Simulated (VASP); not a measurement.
# SnS2 (P-3m1) in VASP: a series of runs

SnS2 is run at these levels: LDA; tasks: vibrations by perturbation theory.

All numbers are computed with VASP 6.6.1; they aren't measurements. Logs are shortened: lines on timing, memory, paths and dates and some standing lists are left out, and cuts for length are marked.

## 1. The cell of the first run

The structure is trigonal, space group P-3m1 (No. 164). Conventional cell: a = 3.520 Å, b = 3.520 Å, c = 4.936 Å, α = 90.00°, β = 90.00°, γ = 120.00°. Within 3.3 Å of Sn (site symmetry -3m) lie 6 S at 2.50 Å. Within 3.3 Å of S (site symmetry 3m) lie 3 Sn at 2.50 Å and 3 S at 2.87 Å.

## 2. Vibrations by perturbation theory, LDA

File INCAR:

```
ALGO     = Normal         # electronic algorithm
EDIFF    = 1E-8           # SCF threshold, eV
ENCUT    = 500            # plane-wave cutoff, eV
GGA_COMPAT= F            
IBRION   = 8              # ionic algorithm
ISIF     = 2              # what is computed and relaxed
ISMEAR   = -1             # smearing method
LASPH    = T              # aspherical terms in the spheres
LCHARG   = T              # write CHGCAR
LREAL    = F              # projectors in reciprocal space
LWAVE    = F              # write WAVECAR
NELM     = 120            # most SCF steps
NSW      = 1              # ionic steps
PREC     = Accurate       # precision mode
SIGMA    = 0.15           # smearing width, eV
```

File KPOINTS:

```
k-points
0
Gamma
  12 12 8
```

File POSCAR:

```
SnS2
1.0
    3.5197189294      0.0000000000      0.0000000000
   -1.7598594647      3.0481660071      0.0000000000
    0.0000000000      0.0000000000      4.9357351038
Sn S
1 2
Direct
    0.0000000000      0.0000000000      0.0000000000
    0.6666666667      0.3333333333      0.2953456808
    0.3333333333      0.6666666667      0.7046543192
```

Potentials or basis: VASP PAW LDA potentials, release 64 (Sn_d, S).

Command:

```console
> cat potpaw_LDA.64/Sn_d/POTCAR potpaw_LDA.64/S/POTCAR > POTCAR
> mpirun -np 1 vasp_std > vasp.out
```

OUTCAR:

```text
EDIFF = 1E-8
   ENCUT = 500
   IBRION = 8
   ISIF = 2
   ISMEAR = -1
   LASPH = T
   LREAL = F
   NELM = 120
   NSW = 1
   PREC = Accurate

 ion  position               nearest neighbor table
   1  0.000  0.000  0.000-   2 2.50   3 2.50   2 2.50   3 2.50   2 2.50   3 2.50
   2  0.667  0.333  0.295-   1 2.50   1 2.50   1 2.50
   3  0.333  0.667  0.705-   1 2.50   1 2.50   1 2.50

  LATTYP: Found a hexagonal cell.
 ALAT       =     3.5197189294
 C/A-ratio  =     1.4023094465

  Lattice vectors:

 A1 = (   3.5197189294,   0.0000000000,   0.0000000000)
 A2 = (  -1.7598594647,   3.0481660071,   0.0000000000)
 A3 = (   0.0000000000,   0.0000000000,   4.9357351038)

Analysis of symmetry for initial positions (statically):
=====================================================================
 Subroutine PRICEL returns:
 Original cell was already a primitive cell.

 Routine SETGRP: Setting up the symmetry group for a
 hexagonal supercell.

 Subroutine GETGRP returns: Found 12 space group operations
 (whereof 12 operations were pure point group operations)
 out of a pool of 24 trial point group operations.

The static configuration has the point symmetry D_3d.

Analysis of symmetry for dynamics (positions and initial velocities):
=====================================================================
 Subroutine PRICEL returns:
 Original cell was already a primitive cell.

 Routine SETGRP: Setting up the symmetry group for a
 hexagonal supercell.

 Subroutine GETGRP returns: Found 12 space group operations
 (whereof 12 operations were pure point group operations)
 out of a pool of 24 trial point group operations.

The dynamic configuration has the point symmetry D_3d.

 Subroutine INISYM returns: Found 12 space group operations
 (whereof 12 operations are pure point group operations),
 and found     1 'primitive' translations

[... 655 lines left out ...]
 -----------------------------------------------------------------------------------
      0.00000      0.00000      0.00000        -0.000000      0.000000      0.000000
      1.75986      1.01606      1.45775         0.000000      0.000000     -0.020057
     -0.00000      2.03211      3.47799        -0.000000      0.000000      0.020057
 -----------------------------------------------------------------------------------
    total drift:                                0.000000     -0.000000     -0.000000

  FREE ENERGIE OF THE ION-ELECTRON SYSTEM (eV)
  ---------------------------------------------------
  free  energy   TOTEN  =       -14.6437190218 eV

  energy  without entropy=      -14.6239591528  energy(sigma->0) =      -14.63383909

[... ionic steps 2 to 3 ...]

--------------------------------------- Ionic step        4  -------------------------------------------

------------------------ aborting loop because EDIFF is reached ----------------------------------------
[... 11 lines left out ...]
[... ionic steps 8 to 8 ...]

--------------------------------------- Ionic step        9  -------------------------------------------

 Free energy of the ion-electron system (eV)
  ---------------------------------------------------
  ---------------------------------------------------
  free energy    TOTEN  =        -0.11899798 eV

  energy without entropy =       -0.11895540

------------------------ aborting loop because EDIFF is reached ----------------------------------------

 INTERNAL STRAIN TENSOR  FOR ION    2  DIRECTION 3   (eV/Angst):
 -----------------------------------------------------------------------------
    -5.66125  0.00000  0.00000
    -0.00000 -5.66125 -0.00000
    -0.00000  0.00000-13.01710

 INTERNAL STRAIN TENSOR FOR ION    3 for displacements in x,y,z  (eV/Angst):
          X           Y           Z          XY          YZ          ZX
  --------------------------------------------------------------------------------
  x    -0.00000     0.00000     0.00000     2.22014     0.00000     7.00121
  y     2.22014    -2.22014     0.00000     0.00000     5.97828     0.00000
  z     5.66125     5.66125    13.01710     0.00000     0.00000     0.00000

 SECOND DERIVATIVES (NOT SYMMETRIZED)
 ------------------------------------
               1X          1Y          1Z          2X          2Y          2Z          3X          3Y          3Z
  1X    -8.679221    0.000000    0.000000    4.339611    0.000000    0.000000    4.339611    0.000000    0.000000
  1Y     0.000000   -8.679221    0.000000    0.000000    4.339611    0.000000    0.000000    4.339611    0.000000
  1Z     0.000000   -0.000000  -18.664210    0.000000    0.000000    9.332105    0.000000    0.000000    9.332105
  2X     4.344304    0.000000    0.000000   -7.080028   -0.000000    0.000000    2.735723    0.000000    0.000000
  2Y     0.000000    4.344304    0.000000    0.000000   -7.080028    0.000000   -0.000000    2.735723   -0.000000
  2Z     0.000000   -0.000000    9.359602    0.000000    0.000000  -11.214409    0.000000    0.000000    1.854807
  3X     4.344304    0.000000    0.000000    2.735723    0.000000    0.000000   -7.080028   -0.000000    0.000000
  3Y     0.000000    4.344304    0.000000   -0.000000    2.735723   -0.000000    0.000000   -7.080028    0.000000
  3Z     0.000000   -0.000000    9.359602    0.000000    0.000000    1.854807    0.000000    0.000000  -11.214409

 Eigenvectors and eigenvalues of the dynamical matrix
 ----------------------------------------------------

   1 f  =   10.476774 THz    65.827513 2PiTHz  349.467568 cm-1    43.328437 meV
             X         Y         Z           dx          dy          dz
      0.000000  0.000000  0.000000    -0.000000   -0.000000    0.591677
      1.759859  1.016055  1.457748     0.000000   -0.000000   -0.570052
     -0.000000  2.032111  3.477987     0.000000   -0.000000   -0.570052
[... 43 lines left out ...]
   9 f/i=    0.007351 THz     0.046191 2PiTHz    0.245219 cm-1     0.030403 meV
             X         Y         Z           dx          dy          dz
      0.000000  0.000000  0.000000    -0.000000    0.000000   -0.806175
      1.759859  1.016055  1.457748    -0.000000    0.000000   -0.418379
     -0.000000  2.032111  3.477987    -0.000000   -0.000000   -0.418379

--------------------------------------------------------------------------------------------------------

 ELASTIC MODULI CONTR FROM IONIC RELAXATION (kBar)
 Direction    XX          YY          ZZ          XY          YZ          ZX
 --------------------------------------------------------------------------------
 XX        -178.7806   -118.0080   -341.2079      0.0000    -81.8229      0.0000
 YY        -118.0080   -178.7806   -341.2079      0.0000     81.8229      0.0000
 ZZ        -341.2079   -341.2079   -784.5508      0.0000      0.0000      0.0000
 XY           0.0000      0.0000      0.0000    -30.3863      0.0000    -95.8233
 YZ         -81.8229     81.8229      0.0000      0.0000   -220.3290      0.0000
 ZX           0.0000      0.0000      0.0000    -95.8233      0.0000   -302.1791
 --------------------------------------------------------------------------------
```

OSZICAR:

```text
N       E                     dE             d eps       ncg     rms          rms(c)
DAV:   1     0.197111430123E+03    0.19711E+03   -0.12721E+04  4530   0.194E+03
[... 105 lines left out ...]
RMM:  19    -0.118997984962E+00    0.94148E-11   -0.43808E-07  7715   0.268E-04    0.348E-07
RMM:  20    -0.118997984630E+00    0.33203E-09   -0.33169E-07  7709   0.267E-04    0.241E-07
RMM:  21    -0.118997984490E+00    0.14011E-09   -0.35789E-07  7691   0.267E-04    0.146E-07
RMM:  22    -0.118997984355E+00    0.13504E-09   -0.35599E-07  7681   0.267E-04    0.261E-07
RMM:  23    -0.118997984258E+00    0.97121E-10   -0.35470E-07  7698   0.267E-04    0.155E-07
RMM:  24    -0.118997983921E+00    0.33656E-09   -0.36948E-07  7720   0.267E-04    0.126E-07
RMM:  25    -0.118997983971E+00   -0.49362E-10   -0.37840E-07  7724   0.267E-04    0.951E-08
 Linear response finished
```

Run time: 69 min. Hardware: 1 thread of Oxide Virtual Turin-like, shared host; peak memory 0.99 GiB.

Results:

```
Highest phonon frequency at Γ, LO-TO splitting left out : 349 cm⁻¹
```

Phonon frequencies in cm⁻¹ (negative: imaginary):
```csv
q point,frequencies
"(0.000, 0.000, 0.000)",0 0 0 238 238 289 289 333 349
```

Caveat: the cell stands under pressure or tension, which shifts response properties; spin-orbit coupling is left out, which moves the levels of the heavy elements.

## 3. Vibrations by perturbation theory, LDA

This run uses another cell than the first one, of 18.11 Å³/atom.

File INCAR:

```
PREC = Accurate
ENCUT = 500
EDIFF = 1E-8
ISMEAR = -1
SIGMA = 0.15
LREAL = F
LASPH = T
NELM = 120
ALGO = Normal
ISIF = 2
LWAVE = F
LCHARG = F
GGA = CA
IBRION = 8
NSW = 1
GGA_COMPAT = F
```

File KPOINTS:

```
regular mesh
0
Gamma
  12 12 8
```

File POSCAR:

```
SnS2
1.0
    3.5380016642      0.0000000000      0.0000000000
   -1.7690008321      3.0639993198      0.0000000000
    0.0000000000      0.0000000000      5.0119120300
Sn S
1 2
Direct
    0.0000000000      0.0000000000      0.0000000000
    0.6666666667      0.3333333333      0.2912420324
    0.3333333333      0.6666666667      0.7087579676
```

Potentials or basis: VASP PAW LDA potentials, release 64 (Sn_d, S).

Command:

```console
> cat potpaw_LDA.64/Sn_d/POTCAR potpaw_LDA.64/S/POTCAR > POTCAR
> mpirun -np 1 vasp_std > vasp.out
```

OUTCAR:

```text
PREC = Accurate
   ENCUT = 500
   EDIFF = 1E-8
   ISMEAR = -1
   LREAL = F
   LASPH = T
   NELM = 120
   ISIF = 2
   GGA = CA
   IBRION = 8
   NSW = 1

 ion  position               nearest neighbor table
   1  0.000  0.000  0.000-   2 2.51   3 2.51   3 2.51   2 2.51   2 2.51   3 2.51
   2  0.667  0.333  0.291-   1 2.51   1 2.51   1 2.51
   3  0.333  0.667  0.709-   1 2.51   1 2.51   1 2.51

  LATTYP: Found a hexagonal cell.
 ALAT       =     3.5380016642
 C/A-ratio  =     1.4165940284

  Lattice vectors:

 A1 = (   3.5380016642,   0.0000000000,   0.0000000000)
 A2 = (  -1.7690008321,   3.0639993198,   0.0000000000)
 A3 = (   0.0000000000,   0.0000000000,   5.0119120300)

Analysis of symmetry for initial positions (statically):
=====================================================================
 Subroutine PRICEL returns:
 Original cell was already a primitive cell.

 Routine SETGRP: Setting up the symmetry group for a
 hexagonal supercell.

 Subroutine GETGRP returns: Found 12 space group operations
 (whereof 12 operations were pure point group operations)
 out of a pool of 24 trial point group operations.

The static configuration has the point symmetry D_3d.

Analysis of symmetry for dynamics (positions and initial velocities):
=====================================================================
 Subroutine PRICEL returns:
 Original cell was already a primitive cell.

 Routine SETGRP: Setting up the symmetry group for a
 hexagonal supercell.

 Subroutine GETGRP returns: Found 12 space group operations
 (whereof 12 operations were pure point group operations)
 out of a pool of 24 trial point group operations.

The dynamic configuration has the point symmetry D_3d.

 Subroutine INISYM returns: Found 12 space group operations
 (whereof 12 operations are pure point group operations),
 and found     1 'primitive' translations

----------------------------------------------------------------------------------------

                                     Primitive cell

  volume of cell :      54.3313

  direct lattice vectors                    reciprocal lattice vectors
     3.538001664  0.000000000  0.000000000     0.282645430  0.163185415  0.000000000
    -1.769000832  3.063999320  0.000000000     0.000000000  0.326370830  0.000000000
     0.000000000  0.000000000  5.011912030     0.000000000  0.000000000  0.199524651

  length of vectors
[... 618 lines left out ...]
     16      12.9201      0.00000
     17      12.9357      0.00000

 [... further k-points ...]

------------------------ aborting loop because EDIFF is reached ----------------------------------------

  FORCE on cell =-STRESS in cart. coord.  units (eV):
  Direction    XX          YY          ZZ          XY          YZ          ZX
  --------------------------------------------------------------------------------------
  -------------------------------------------------------------------------------------
  Total        4.0494350      4.0494350      4.0721693      0.0000000     -0.0000000     -0.0000000
  in kB      119.4138989    119.4138989    120.0843100      0.0000000     -0.0000000     -0.0000000
  external PRESSURE =     119.6373693 kB  Pullay stress =       0.0000000 kB

 VOLUME and BASIS-vectors are now :
 -----------------------------------------------------------------------------
  energy-cutoff  :      500.00
  volume of cell :       54.33
      direct lattice vectors                 reciprocal lattice vectors
     3.538001664  0.000000000  0.000000000     0.282645430  0.163185415  0.000000000
    -1.769000832  3.063999320  0.000000000     0.000000000  0.326370830  0.000000000
     0.000000000  0.000000000  5.011912030     0.000000000  0.000000000  0.199524651

 POSITION                                       TOTAL-FORCE (eV/Angst)
 -----------------------------------------------------------------------------------
      0.00000      0.00000      0.00000         0.000000      0.000000      0.000000
      1.76900      1.02133      1.45968        -0.000000      0.000000     -0.016450
     -0.00000      2.04267      3.55223         0.000000      0.000000      0.016450
 -----------------------------------------------------------------------------------
    total drift:                               -0.000000     -0.000000     -0.000000

  FREE ENERGIE OF THE ION-ELECTRON SYSTEM (eV)
  ---------------------------------------------------
  free  energy   TOTEN  =       -14.7607594743 eV

  energy  without entropy=      -14.7442795762  energy(sigma->0) =      -14.75251953

[... ionic steps 2 to 3 ...]

--------------------------------------- Ionic step        4  -------------------------------------------

------------------------ aborting loop because EDIFF is reached ----------------------------------------
[... 11 lines left out ...]
[... ionic steps 8 to 8 ...]

--------------------------------------- Ionic step        9  -------------------------------------------

 Free energy of the ion-electron system (eV)
  ---------------------------------------------------
  ---------------------------------------------------
  free energy    TOTEN  =        -0.11912624 eV

  energy without entropy =       -0.11908758

------------------------ aborting loop because EDIFF is reached ----------------------------------------

 INTERNAL STRAIN TENSOR  FOR ION    2  DIRECTION 3   (eV/Angst):
 -----------------------------------------------------------------------------
    -5.71036  0.00000  0.00000
     0.00000 -5.71036 -0.00000
    -0.00000 -0.00000-13.26980

 INTERNAL STRAIN TENSOR FOR ION    3 for displacements in x,y,z  (eV/Angst):
          X           Y           Z          XY          YZ          ZX
  --------------------------------------------------------------------------------
  x     0.00000     0.00000     0.00000     2.00032     0.00000     6.86816
  y     2.00032    -2.00032    -0.00000     0.00000     5.82393     0.00000
  z     5.71036     5.71036    13.26980     0.00000     0.00000     0.00000

 SECOND DERIVATIVES (NOT SYMMETRIZED)
 ------------------------------------
               1X          1Y          1Z          2X          2Y          2Z          3X          3Y          3Z
  1X    -8.241242    0.000000    0.000000    4.120621    0.000000    0.000000    4.120621    0.000000    0.000000
  1Y     0.000000   -8.241242    0.000000    0.000000    4.120621    0.000000    0.000000    4.120621    0.000000
  1Z     0.000000    0.000000  -18.440341    0.000000   -0.000000    9.220170    0.000000   -0.000000    9.220170
  2X     4.136686    0.000000    0.000000   -6.596271    0.000000    0.000000    2.459585    0.000000    0.000000
  2Y     0.000000    4.136686    0.000000    0.000000   -6.596271    0.000000    0.000000    2.459585    0.000000
  2Z     0.000000    0.000000    9.207074   -0.000000    0.000000  -11.006583    0.000000    0.000000    1.799509
  3X     4.136686    0.000000    0.000000    2.459585    0.000000    0.000000   -6.596271    0.000000    0.000000
  3Y     0.000000    4.136686    0.000000    0.000000    2.459585    0.000000    0.000000   -6.596271    0.000000
  3Z     0.000000    0.000000    9.207074    0.000000    0.000000    1.799509   -0.000000    0.000000  -11.006583

 Eigenvectors and eigenvalues of the dynamical matrix
 ----------------------------------------------------

   1 f  =   10.399006 THz    65.338879 2PiTHz  346.873486 cm-1    43.006812 meV
             X         Y         Z           dx          dy          dz
      0.000000  0.000000  0.000000     0.000000    0.000000   -0.592516
      1.769001  1.021333  1.459679     0.000000    0.000000    0.569616
     -0.000000  2.042666  3.552233    -0.000000   -0.000000    0.569616
[... 43 lines left out ...]
   9 f/i=    0.006462 THz     0.040599 2PiTHz    0.215533 cm-1     0.026723 meV
             X         Y         Z           dx          dy          dz
      0.000000  0.000000  0.000000    -0.050062    0.804753    0.000000
      1.769001  1.021333  1.459679    -0.025968    0.417443    0.000000
     -0.000000  2.042666  3.552233    -0.025968    0.417443    0.000000

--------------------------------------------------------------------------------------------------------

 ELASTIC MODULI CONTR FROM IONIC RELAXATION (kBar)
 Direction    XX          YY          ZZ          XY          YZ          ZX
 --------------------------------------------------------------------------------
 XX        -176.2352   -124.1167   -348.9808     -0.0000    -75.8713     -0.0000
 YY        -124.1167   -176.2352   -348.9808      0.0000     75.8713      0.0000
 ZZ        -348.9808   -348.9808   -810.9660      0.0000      0.0000      0.0000
 XY          -0.0000      0.0000      0.0000    -26.0593     -0.0000    -89.4751
 YZ         -75.8713     75.8713      0.0000     -0.0000   -220.8984     -0.0000
 ZX          -0.0000      0.0000      0.0000    -89.4751     -0.0000   -307.2147
 --------------------------------------------------------------------------------
```

Wall time 45 min (1 thread of Oxide Virtual Turin-like, shared host); peak memory 1 GiB.

What came out:

* Highest phonon frequency at Γ, LO-TO splitting left out: 347 cm⁻¹

Phonon frequencies in cm⁻¹ (negative: imaginary):
| q point | frequencies |
| --- | --- |
| (0.000, 0.000, 0.000) | 0 0 0 232 232 277 277 330 347 |

Caveat: the cell stands under pressure or tension, which shifts response properties; spin-orbit coupling is left out, which moves the levels of the heavy elements.
